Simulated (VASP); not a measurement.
Input of a VASP 6.6.1 run:

Contents of INCAR:

```
SYSTEM = Ta4O
ALGO     = Normal         ! electronic algorithm
EDIFF    = 1E-6           ! SCF threshold, eV
ENCUT    = 520            ! plane-wave cutoff, eV
GGA      = PS             ! functional
ISIF     = 2              ! what is computed and relaxed
ISMEAR   = 0              ! smearing method
LASPH    = .TRUE.         ! aspherical terms in the spheres
LCHARG   = .FALSE.        ! write CHGCAR
LREAL    = .FALSE.        ! projectors in reciprocal space
LWAVE    = .FALSE.        ! write WAVECAR
NBANDS   = 33             ! bands
NELM     = 80             ! most SCF steps
PREC     = Accurate       ! precision mode
SIGMA    = 0.1            ! smearing width, eV
```

Contents of KPOINTS:

```
k-points
0
G
  4 4 2
  0 0 0
```

The input POSCAR:

```
Ta4O
1.0
    3.2574970000      0.0000000000      0.0000000000
    0.0000000000      3.2574970000      0.0000000000
    0.0000000000      0.0000000000      7.4093410000
Ta O
4 1
Direct
    0.0000000000      0.0000000000      0.5000000000
    0.5000000000      0.5000000000      0.7831580000
    0.5000000000      0.5000000000      0.2168420000
    0.0000000000      0.0000000000      0.0000000000
    0.5000000000      0.5000000000      0.5000000000
```

Potentials or basis: VASP PAW PBE potentials, release 64 (Ta_pv, O).

The run is started by

```bash
$ cat potpaw_PBE.64/Ta_pv/POTCAR potpaw_PBE.64/O/POTCAR > POTCAR
$ mpirun -np 1 vasp_std > vasp.out
```

Task: What does it give for the pressure?

Result: -8.0 GPa.

Task: Estimate the largest force.

Result: 0.290 eV/Å.

Forces in eV/Å, atoms in the order of the input:
```
Ta   0.000  0.000  0.000
Ta   0.000  0.000 -0.290
Ta   0.000  0.000  0.290
Ta   0.000  0.000  0.000
O    0.000  0.000  0.000
```

Caveat: the k points lie up to 0.48 Å⁻¹ apart; the PAW data sets were made with another functional, which shifts forces and pressure a little.
